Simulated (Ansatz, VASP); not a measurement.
**Two plane-wave programs on InO**

File INCAR:

```
PREC = Accurate
ENCUT = 520
EDIFF = 1E-6
ISMEAR = 0
SIGMA = 0.03
LREAL = F
LASPH = T
NELM = 80
ALGO = Normal
ISIF = 2
LWAVE = F
LCHARG = F
GGA = PE
NBANDS = 27
```

KPOINTS

```
regular mesh
0
Gamma
  12 12 2
```

File POSCAR:

```
InO
1.0
    3.6262944914      0.0000000000      0.0000000000
   -1.8131472457      3.1404631511      0.0000000000
    0.0000000000      0.0000000000     16.2740275000
In O
2 2
Direct
    0.6666666667      0.3333333333      0.5900210000
    0.6666666667      0.3333333333      0.4099790000
    0.0000000000      0.0000000000      0.6398670000
    0.0000000000      0.0000000000      0.3601330000
```

Input for Ansatz:

```yaml
crystal:
  lattice:
    - [3.6262944914, 0.0, 0.0]
    - [-1.8131472457, 3.1404631511, 0.0]
    - [0.0, 0.0, 16.2740275]
  atoms:
    - { symbol: In, position: [0.6666666667, 0.3333333333, 0.590021] }
    - { symbol: In, position: [0.6666666667, 0.3333333333, 0.409979] }
    - { symbol: O, position: [0.0, 0.0, 0.639867] }
    - { symbol: O, position: [0.0, 0.0, 0.360133] }
basis:
  ecutwfc: 420
kpoints:
  mp_grid: { grid: [12, 12, 2] }
hamiltonian:
  xc: pbe
scf:
  occupations: { method: gaussian, width: 0.03 }
output:
  forces: true
  stress: true
  eigenvalues: true
```

Change from the starting cell: strain +0.050 along x and y, +0.025 along z, atoms carried along.

Alike in both runs: task single point; functional PBE; k mesh 12 × 12 × 2; occupations gaussian, width 0.03 eV; no spin polarisation.

|  | VASP | Ansatz |
| --- | --- | --- |
| version | VASP 6.6.1 | Ansatz 0.2.0 |
| potentials or method | VASP PAW PBE potentials, release 64 (In_d, O), cutoff 520 eV | scalar-relativistic, plane waves, PAW |
| valence electrons in the cell | 38 | 38 |

```tsv
	VASP	Ansatz	Ansatz less VASP
gap on the k mesh at the Fermi level (eV)	0.30	0.31	+0.014
least direct gap on the mesh (eV)	0.71	0.72	+0.009
rms of the force components (eV/Å)	0.402	0.416	+0.0134
```

Atom by atom the forces differ by 0.014 eV/Å (rms over components).
